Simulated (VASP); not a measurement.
# Al in VASP: a series of runs

Runs on Al. Level: PBE. Tasks: electric field gradients.

Program: VASP 6.6.1. These are calculated values, not measurements. Logs are shortened: lines on timing, memory, paths and dates and some standing lists are left out, and cuts for length are marked.

**1. The cell of the first run**

It takes space group R-3m (No. 166, trigonal). The conventional cell has a = 2.848 Å, b = 2.848 Å, c = 7.081 Å, α = 90.00°, β = 90.00°, γ = 120.00°. Within 3.8 Å of Al (site symmetry -3m) lie 12 Al at 2.85 to 2.88 Å.

**2. Electric field gradients, PBE (equal xy, yz and zx shear strains of +1 %)**

Input file INCAR:

```
PREC = Accurate ; ENCUT = 520
EDIFF = 1E-8 ; ISMEAR = -1
SIGMA = 0.05 ; LREAL = False
LASPH = True ; NELM = 80
ALGO = Normal ; ISIF = 2
LWAVE = False ; LCHARG = False
GGA = PE ; LEFG = True
NBANDS = 8
```

Input file KPOINTS:

```
regular mesh
0
Gamma
  14 14 14
```

Input file POSCAR:

```
Al
1.0
    0.0202398000      2.0340999000      2.0340999000
    2.0340999000      0.0202398000      2.0340999000
    2.0340999000      2.0340999000      0.0202398000
Al
1
Direct
    0.0000000000      0.0000000000      0.0000000000
```

Potentials or basis: VASP PAW PBE potentials, release 64 (Al).

On the command line:

```bash
$ cat potpaw_PBE.64/Al/POTCAR > POTCAR
$ mpirun -np 1 vasp_std > vasp.out
```

OUTCAR:

```text
PREC = Accurate
   ENCUT = 520
   EDIFF = 1E-8
   ISMEAR = -1
   LREAL = False
   LASPH = True
   NELM = 80
   ISIF = 2
   GGA = PE

 ion  position               nearest neighbor table
   1  0.000  0.000  0.000-

  LATTYP: Found a trigonal (rhomboedric) cell.
 ALAT       =     2.8767228674
 COS(alpha) =     0.5099250056

  Lattice vectors:

 A1 = (   0.0202398000,   2.0340999000,   2.0340999000)
 A2 = (   2.0340999000,   0.0202398000,   2.0340999000)
 A3 = (   2.0340999000,   2.0340999000,   0.0202398000)

Analysis of symmetry for initial positions (statically):
=====================================================================
 Subroutine PRICEL returns:
 Original cell was already a primitive cell.

 Routine SETGRP: Setting up the symmetry group for a
 trigonal (rhombohedral) supercell.

 Subroutine GETGRP returns: Found 12 space group operations
 (whereof 12 operations were pure point group operations)
 out of a pool of 12 trial point group operations.

The static configuration has the point symmetry D_3d.

Analysis of symmetry for dynamics (positions and initial velocities):
=====================================================================
 Subroutine PRICEL returns:
 Original cell was already a primitive cell.

 Routine SETGRP: Setting up the symmetry group for a
 trigonal (rhombohedral) supercell.

 Subroutine GETGRP returns: Found 12 space group operations
 (whereof 12 operations were pure point group operations)
 out of a pool of 12 trial point group operations.

The dynamic configuration has the point symmetry D_3d.

 Subroutine INISYM returns: Found 12 space group operations
 (whereof 12 operations are pure point group operations),
 and found     1 'primitive' translations

----------------------------------------------------------------------------------------

                                     Primitive cell

  volume of cell :      16.5812

  direct lattice vectors                    reciprocal lattice vectors
     0.020239800  2.034099900  2.034099900    -0.249508517  0.247050305  0.247050305
[... 111 lines left out ...]
   AEXX    =    0.0000 exact exchange contribution
   IVDW    =     0    specifies the selected vdW correction
   LEPSILON=     F    determine dielectric tensor
   LRPA    =     F    only Hartree local field effects (RPA)
 non-spin polarized calculation
  energy-cutoff  :      520.00
  volume of cell :       16.58
 maximum number of plane-waves:       459
 NGX is ok and might be reduce to    24
   NGX = 11   NGY = 11   NGZ = 11

 number of electron       3.0000000 magnetization

 Free energy of the ion-electron system (eV)
  ---------------------------------------------------
  ext. energy  EPLUGINS =         0.00000000
  ---------------------------------------------------
  free energy    TOTEN  =        -3.74015876 eV

  energy without entropy =       -3.73617012  energy(sigma->0) =       -3.73816444

 E-fermi :   7.9240     XC(G=0): -10.1792

 val. band max:        7.9010925153   @ k =  -0.4286   0.3571   0.0714
 cond. band min:       7.9241775279   @ k =  -0.2143   0.4286   0.2143
 fundamental gap:      0.0230850126
 Fermi energy:         7.9239988014

 k-point     1 :       0.0000    0.0000    0.0000
  band No.  band energies     occupation
      1      -3.1521      2.00000
      2      20.2241      0.00000
      3      20.6973      0.00000
      4      20.6973      0.00000
      5      21.6198      0.00000
      6      22.1675      0.00000
      7      22.1675      0.00000
      8      24.4170      0.00000
[... 243 lines left out ...]
 k-point    24 :       0.2857    0.1429   -0.0000
  band No.  band energies     occupation
      1      -1.1343      2.00000
      2      12.3331      0.00000
      3      16.1593      0.00000
      4      17.8242      0.00000
      5      18.2814      0.00000
      6      22.3309      0.00000
      7      26.0263      0.00000
      8      26.7214      0.00000

 [... further k-points ...]
[... 5 lines left out ...]
  --------------------------------------------------------------------------------------
  -------------------------------------------------------------------------------------
  Total       -0.0620190     -0.0620190     -0.0620190      0.0043499      0.0043499      0.0043499
  in kB       -5.9926525     -5.9926525     -5.9926525      0.4203145      0.4203145      0.4203145
  external PRESSURE =      -5.9926525 kB  Pullay stress =       0.0000000 kB

 VOLUME and BASIS-vectors are now :
 -----------------------------------------------------------------------------
  energy-cutoff  :      520.00
  volume of cell :       16.58
      direct lattice vectors                 reciprocal lattice vectors
     0.020239800  2.034099900  2.034099900    -0.249508517  0.247050305  0.247050305
     2.034099900  0.020239800  2.034099900     0.247050305 -0.249508517  0.247050305
     2.034099900  2.034099900  0.020239800     0.247050305  0.247050305 -0.249508517

 POSITION                                       TOTAL-FORCE (eV/Angst)
 -----------------------------------------------------------------------------------
      0.00000      0.00000      0.00000         0.000000      0.000000      0.000000
 -----------------------------------------------------------------------------------
    total drift:                                0.000000     -0.000000     -0.000000

  FREE ENERGIE OF THE ION-ELECTRON SYSTEM (eV)
  ---------------------------------------------------
  free  energy   TOTEN  =        -3.7401587634 eV

  energy  without entropy=       -3.7361701231  energy(sigma->0) =       -3.73816444

 Electric field gradients (V/A^2)
---------------------------------------------------------------------
 ion       V_xx      V_yy      V_zz      V_xy      V_xz      V_yz
---------------------------------------------------------------------
   1      -0.000    -0.000    -0.000     0.603     0.603     0.603
---------------------------------------------------------------------

 Electric field gradients after diagonalization (V/A^2)
 (convention: |V_zz| > |V_xx| > |V_yy|)
----------------------------------------------------------------------
 ion       V_xx      V_yy      V_zz     asymmetry (V_yy - V_xx)/ V_zz
----------------------------------------------------------------------
   1      -0.603    -0.603     1.205       0.000
----------------------------------------------------------------------

           NMR quadrupolar parameters

 Cq : quadrupolar parameter    Cq=e*Q*V_zz/h
 eta: asymmetry parameters     (V_yy - V_xx)/ V_zz
 Q  : nuclear electric quadrupole moment in mb (millibarn)
----------------------------------------------------------------------
 ion       Cq(MHz)       eta       Q (mb)
----------------------------------------------------------------------
   1       0.003       0.000       1.000
----------------------------------------------------------------------
```

OSZICAR:

```text
N       E                     dE             d eps       ncg     rms          rms(c)
DAV:   1    -0.233208774249E+01   -0.23321E+01   -0.87305E+02  4624   0.205E+02
DAV:   2    -0.375511429539E+01   -0.14230E+01   -0.13771E+01  6576   0.186E+01
DAV:   3    -0.376292204536E+01   -0.78077E-02   -0.78053E-02  6008   0.151E+00
DAV:   4    -0.376294221440E+01   -0.20169E-04   -0.20169E-04  7088   0.674E-02
DAV:   5    -0.376294226692E+01   -0.52513E-07   -0.52952E-07  6104   0.193E-03    0.130E+00
DAV:   6    -0.374975949088E+01    0.13183E-01   -0.17272E-03  6144   0.197E-01    0.755E-01
DAV:   7    -0.374016678198E+01    0.95927E-02   -0.51480E-03  6056   0.319E-01    0.146E-01
DAV:   8    -0.374016071797E+01    0.60640E-05   -0.13843E-05  6536   0.265E-02    0.789E-03
DAV:   9    -0.374015915905E+01    0.15589E-05   -0.85911E-07  6736   0.406E-03    0.698E-04
DAV:  10    -0.374015878881E+01    0.37024E-06   -0.45705E-09  6704   0.431E-04    0.267E-04
DAV:  11    -0.374015875257E+01    0.36239E-07   -0.12001E-10  4480   0.637E-05    0.556E-05
DAV:  12    -0.374015876426E+01   -0.11694E-07   -0.13132E-11  3472   0.197E-05    0.950E-06
DAV:  13    -0.374015876336E+01    0.90917E-09   -0.44741E-13  2792   0.406E-06
   1 F= -.37401588E+01 E0= -.37381644E+01  d E =-.398864E-02
```

Wall time 22 s (1 thread of AMD EPYC 9R45 (Zen 5), shared host); peak memory 0.12 GiB.

Results:

```
Free energy : -3.7402 eV
Pressure    : -0.6 GPa
```

Electric field gradients, principal values (V/Å²):
```tsv
atom	least	middle	greatest (by size)
1 Al	-0.603	-0.603	1.205
```

Caveat: the cell differs from its parent crystal (equal xy, yz and zx shear strains of +1 %); without QUAD_EFG the Cq values of the log hold for a quadrupole moment of 1 mb, not for the nuclei.

**3. Electric field gradients, PBE (equal xy, yz and zx shear strains of +3 %)**

Input file INCAR:

```
  ALGO = Normal
  EDIFF = 1E-8
  ENCUT = 520
  GGA = PE
  ISIF = 2
  ISMEAR = -1
  LASPH = True
  LCHARG = False
  LEFG = True
  LREAL = False
  LWAVE = False
  NBANDS = 8
  NELM = 100
  PREC = Accurate
  SIGMA = 0.05
```

Input file KPOINTS:

```
k-points
0
Gamma
  14 14 14
```

Input file POSCAR:

```
Al
1.0
    0.0607194000      2.0543397000      2.0543397000
    2.0543397000      0.0607194000      2.0543397000
    2.0543397000      2.0543397000      0.0607194000
Al
1
Direct
    0.0000000000      0.0000000000      0.0000000000
```

Potentials or basis: VASP PAW PBE potentials, release 64 (Al).

On the command line:

```bash
$ cat potpaw_PBE.64/Al/POTCAR > POTCAR
$ mpirun -np 1 vasp_std > vasp.out
```

OUTCAR:

```text
EDIFF = 1E-8
   ENCUT = 520
   GGA = PE
   ISIF = 2
   ISMEAR = -1
   LASPH = True
   LREAL = False
   NELM = 100
   PREC = Accurate

 ion  position               nearest neighbor table
   1  0.000  0.000  0.000-

  LATTYP: Found a trigonal (rhomboedric) cell.
 ALAT       =     2.9059095050
 COS(alpha) =     0.5293254421

  Lattice vectors:

 A1 = (   0.0607194000,   2.0543397000,   2.0543397000)
 A2 = (   2.0543397000,   0.0607194000,   2.0543397000)
 A3 = (   2.0543397000,   2.0543397000,   0.0607194000)

Analysis of symmetry for initial positions (statically):
=====================================================================
 Subroutine PRICEL returns:
 Original cell was already a primitive cell.

 Routine SETGRP: Setting up the symmetry group for a
 trigonal (rhombohedral) supercell.

 Subroutine GETGRP returns: Found 12 space group operations
 (whereof 12 operations were pure point group operations)
 out of a pool of 12 trial point group operations.

The static configuration has the point symmetry D_3d.

Analysis of symmetry for dynamics (positions and initial velocities):
=====================================================================
 Subroutine PRICEL returns:
 Original cell was already a primitive cell.

 Routine SETGRP: Setting up the symmetry group for a
 trigonal (rhombohedral) supercell.

 Subroutine GETGRP returns: Found 12 space group operations
 (whereof 12 operations were pure point group operations)
 out of a pool of 12 trial point group operations.

The dynamic configuration has the point symmetry D_3d.

 Subroutine INISYM returns: Found 12 space group operations
 (whereof 12 operations are pure point group operations),
 and found     1 'primitive' translations

----------------------------------------------------------------------------------------

                                     Primitive cell

  volume of cell :      16.5714

  direct lattice vectors                    reciprocal lattice vectors
     0.060719400  2.054339700  2.054339700    -0.254452442  0.247147587  0.247147587
     2.054339700  0.060719400  2.054339700     0.247147587 -0.254452442  0.247147587
     2.054339700  2.054339700  0.060719400     0.247147587  0.247147587 -0.254452442

  length of vectors
     2.905909505  2.905909505  2.905909505     0.432330782  0.432330782  0.432330782

  position of ions in fractional coordinates (direct lattice)
     0.000000000  0.000000000  0.000000000

  ion indices of the primitive-cell ions
   primitive index   ion index
                 1           1

----------------------------------------------------------------------------------------

 KPOINTS: k-points

Automatic generation of k-mesh.
 Grid dimensions read from file:
 generate k-points for:   14   14   14

 Generating k-lattice:

[... 61 lines left out ...]
   EDIFF  = 0.1E-07   stopping-criterion for ELM
   LREAL  =      F    real-space projection
   EDIFFG = 0.1E-06   stopping-criterion for IOM
   NSW    =      0    number of steps for IOM
   IBRION =     -1    ionic relax: 0-MD 1-quasi-New 2-CG
   NFREE  =      0    steps in history (QN), initial steepest desc. (CG)
   ISIF   =      2    stress and relaxation
   ISYM   =      2    0-nonsym 1-usesym 2-fastsym
   POTIM  = 0.5000    time-step for ionic-motion
   TEBEG  =    0.0;   TEEND  =   0.0 temperature during run
   PSTRESS=    0.0 pullay stress
   NELECT =       3.0000    total number of electrons
   NUPDOWN=      -1.0000    fix difference up-down
   EMIN   =  10.00;   EMAX   =-10.00  energy-range for DOS
   EFERMI =   0.00;   METHOD = LEGACY
   ISMEAR =    -1;   SIGMA  =   0.05  broadening in eV -4-tet -1-fermi 0-gaus
   EFERMI_NEDOS =   21; number of points for ismear=-14 and -15
   IALGO  =     38    algorithm
   IMIX   =      4    mixing-type and parameters
     AMIX     =   0.40;   BMIX     =  1.00
     AMIX_MAG =   1.60;   BMIX_MAG =  1.00
  volume/ion in A,a.u.               =      16.57       111.83
  Fermi-wavevector in a.u.,A,eV,Ry     =   0.926110  1.750094 11.669436  0.857679
  Thomas-Fermi vector in A             =   2.052037
   LORBIT       =      0    0 simple, 1 ext, 2 COOP (PROOUT), +10 PAW based schemes
   GGA     = PE    functional components
   LHFCALC =     F    Hartree Fock is set to
   AEXX    =    0.0000 exact exchange contribution
   IVDW    =     0    specifies the selected vdW correction
   LEPSILON=     F    determine dielectric tensor
   LRPA    =     F    only Hartree local field effects (RPA)
 non-spin polarized calculation
  energy-cutoff  :      520.00
  volume of cell :       16.57
 maximum number of plane-waves:       459
 NGX is ok and might be reduce to    24
   NGX = 11   NGY = 11   NGZ = 11

 number of electron       3.0000000 magnetization

 Free energy of the ion-electron system (eV)
  ---------------------------------------------------
  ext. energy  EPLUGINS =         0.00000000
  ---------------------------------------------------
  free energy    TOTEN  =        -3.73940869 eV

  energy without entropy =       -3.73592402  energy(sigma->0) =       -3.73766636

 E-fermi :   7.9429     XC(G=0): -10.1801

 val. band max:        7.9335347314   @ k =  -0.3571   0.3571   0.0000
 cond. band min:       7.9568410268   @ k =   0.5000   0.2143   0.1429
 fundamental gap:      0.0233062955
 Fermi energy:         7.9429139592

 k-point     1 :       0.0000    0.0000    0.0000
  band No.  band energies     occupation
      1      -3.1514      2.00000
      2      19.5956      0.00000
      3      20.7771      0.00000
      4      21.0168      0.00000
      5      21.0168      0.00000
      6      22.5356      0.00000
      7      22.5356      0.00000
      8      24.6473      0.00000
[... 243 lines left out ...]
 k-point    24 :       0.2857    0.1429   -0.0000
  band No.  band energies     occupation
      1      -1.1243      2.00000
      2      12.5616      0.00000
      3      15.7185      0.00000
      4      17.7744      0.00000
      5      18.3142      0.00000
      6      22.6777      0.00000
      7      25.9249      0.00000
      8      26.8699      0.00000

 [... further k-points ...]
[... 5 lines left out ...]
  --------------------------------------------------------------------------------------
  -------------------------------------------------------------------------------------
  Total       -0.0338980     -0.0338980     -0.0338980     -0.0172267     -0.0172267     -0.0172267
  in kB       -3.2773751     -3.2773751     -3.2773751     -1.6655349     -1.6655349     -1.6655349
  external PRESSURE =      -3.2773751 kB  Pullay stress =       0.0000000 kB

 VOLUME and BASIS-vectors are now :
 -----------------------------------------------------------------------------
  energy-cutoff  :      520.00
  volume of cell :       16.57
      direct lattice vectors                 reciprocal lattice vectors
     0.060719400  2.054339700  2.054339700    -0.254452442  0.247147587  0.247147587
     2.054339700  0.060719400  2.054339700     0.247147587 -0.254452442  0.247147587
     2.054339700  2.054339700  0.060719400     0.247147587  0.247147587 -0.254452442

 POSITION                                       TOTAL-FORCE (eV/Angst)
 -----------------------------------------------------------------------------------
      0.00000      0.00000      0.00000         0.000000     -0.000000     -0.000000
 -----------------------------------------------------------------------------------
    total drift:                                0.000000      0.000000      0.000000

  FREE ENERGIE OF THE ION-ELECTRON SYSTEM (eV)
  ---------------------------------------------------
  free  energy   TOTEN  =        -3.7394086943 eV

  energy  without entropy=       -3.7359240226  energy(sigma->0) =       -3.73766636

 Electric field gradients (V/A^2)
---------------------------------------------------------------------
 ion       V_xx      V_yy      V_zz      V_xy      V_xz      V_yz
---------------------------------------------------------------------
   1      -0.000     0.000    -0.000     2.012     2.012     2.012
---------------------------------------------------------------------

 Electric field gradients after diagonalization (V/A^2)
 (convention: |V_zz| > |V_xx| > |V_yy|)
----------------------------------------------------------------------
 ion       V_xx      V_yy      V_zz     asymmetry (V_yy - V_xx)/ V_zz
----------------------------------------------------------------------
   1      -2.012    -2.012     4.024       0.000
----------------------------------------------------------------------

           NMR quadrupolar parameters

 Cq : quadrupolar parameter    Cq=e*Q*V_zz/h
 eta: asymmetry parameters     (V_yy - V_xx)/ V_zz
 Q  : nuclear electric quadrupole moment in mb (millibarn)
----------------------------------------------------------------------
 ion       Cq(MHz)       eta       Q (mb)
----------------------------------------------------------------------
   1       0.010       0.000       1.000
----------------------------------------------------------------------
```

stdout:

```text
POSCAR found type information on POSCAR Al
 POSCAR found :  1 types and       1 ions
 scaLAPACK will be used
 LDA part: xc-table for (Slater+PW92), standard interpolation
 POSCAR, INCAR and KPOINTS ok, starting setup
 FFT: planning ... GRIDC
 FFT: planning ... GRID_SOFT
 FFT: planning ... GRID
 WAVECAR not read
 entering main loop
ion   1
```

Wall time 24 s (1 thread of AMD EPYC 9R45 (Zen 5), shared host); peak memory 0.12 GiB.

What came out:

| Property | Result |
| --- | --- |
| Free energy | -3.7394 eV |
| Pressure | -0.3 GPa |

Stress tensor (GPa, compression positive):
```
-0.33 -0.17 -0.17
-0.17 -0.33 -0.17
-0.17 -0.17 -0.33
```

Electric field gradients, principal values (V/Å²):
```tsv
atom	least	middle	greatest (by size)
1 Al	-2.012	-2.012	4.024
```

Caveat: the cell differs from its parent crystal (equal xy, yz and zx shear strains of +3 %); without QUAD_EFG the Cq values of the log hold for a quadrupole moment of 1 mb, not for the nuclei.

(Continued in part 2 of 2.)
